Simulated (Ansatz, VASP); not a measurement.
# Two plane-wave programs on FeNi3

```xyz
4
Lattice="3.5434 0.0000 0.0000 0.0000 3.5434 0.0000 0.0000 0.0000 3.5434" Properties=species:S:1:pos:R:3 pbc="T T T"
Fe    0.0000    0.0000    0.0000
Ni    0.0000    1.7717    1.7717
Ni    1.7717    0.0000    1.7717
Ni    1.7717    1.7717    0.0000
```

Alike in both runs: task single point; functional PBE; k mesh 12 × 12 × 12; occupations gaussian, width 0.05 eV; no spin polarisation.

```csv
,VASP,Ansatz
version,VASP 6.6.1,Ansatz 0.2.0
potentials or method,"VASP PAW PBE potentials, release 64 (Fe, Ni), cutoff 520 eV","scalar-relativistic, plane waves, PAW"
valence electrons in the cell,38,70
```

```tsv
	VASP	Ansatz	Ansatz less VASP
gap on the k mesh at the Fermi level (eV)	none	none	-
pressure (GPa)	-7.9	-7.9	-0.03
```

A gap of «none» marks a metal or a gap that the smearing closes. VASP's potentials hold 38 valence electrons a cell and Ansatz's 70, so a difference there can come from the potentials and not from the codes.
